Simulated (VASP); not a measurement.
# ZnGeO2: relaxation of cell and atoms with PBE

ZnGeO2:

```
CELL_PARAMETERS angstrom
2.76201 1.59464 2.11782
-2.76201 1.59464 2.11782
0.00000 -3.18929 2.11782
ATOMIC_POSITIONS crystal
Zn 0.00000 0.00000 0.00000
Ge 0.50000 0.50000 0.50000
O 0.74825 0.74825 0.74825
O 0.25175 0.25175 0.25175
```

The cell was generated, and may not be a known phase.

```json
{"Program": "VASP 6.6.1", "Task": "relaxation of cell and atoms", "Functional": "PBE", "Potentials or basis": "VASP PAW PBE potentials, release 64 (Zn, Ge_d, O)", "Cutoff": "600 eV", "k mesh": "6 × 6 × 6", "Occupations": "gaussian, width 0.1 eV", "Spin": "no spin polarisation", "Dipole correction": "no", "Further INCAR settings": "ALGO = Normal; EDIFF = 1e-06; IBRION = 2; EDIFFG = -0.04; NSW = 90; ISIF = 3"}
```

* Relaxed volume: 13.31 Å³/atom
* Relaxed cell: a = 3.833 Å, b = 3.833 Å, c = 3.833 Å, α = 78.37°, β = 78.37°, γ = 78.37°
* Space group after relaxing (to 0.1 Å): R-3m (No. 166)
* Pressure after relaxing: -0.1 GPa
* Largest force after relaxing: 0.010 eV/Å
* Band gap on the k mesh: 1.53 eV (least direct gap 2.07 eV)

Forces on the atoms (eV/Å):
```
Zn   0.000  0.000  0.000
Ge   0.000  0.000  0.000
O    0.000  0.000 -0.010
O    0.000  0.000  0.010
```

Final structure:
```yaml
crystal:
  lattice:
    - [2.42164, 1.39813, 2.62102]
    - [-2.42164, 1.39813, 2.62102]
    - [0.00000, -2.79627, 2.62102]
  atoms:
    - { symbol: Zn, position: [0.00000, 0.00000, 0.00000] }
    - { symbol: Ge, position: [0.50000, 0.50000, 0.50000] }
    - { symbol: O, position: [0.76719, 0.76719, 0.76719] }
    - { symbol: O, position: [0.23281, 0.23281, 0.23281] }
```

Levels at points of the mesh, in eV from the valence-band top:
```
           k point  band 16  band 17  band 18  band 19  band 20  band 21  band 22  band 23
(0.00, 0.00, 0.00)    -1.94    -1.94    -0.91    -0.91     1.64     1.64     6.02     7.19
(0.50, 0.00, 0.00)    -1.77    -1.48    -1.44     0.00     2.59     3.27     5.68     6.08
(0.50, 0.50, 0.00)    -1.47    -1.09    -1.06    -0.54     1.53     4.43     5.23     6.63
(0.50, 0.50, 0.50)    -2.80    -2.42    -2.42    -0.04     4.36     4.36     5.65     7.39
```

Wall time 5.6 min on 1 thread of Intel(R) Xeon(R) 6975P-C (Granite Rapids) (shared host), peak memory 0.21 GiB.

A k mesh can miss the band edges.
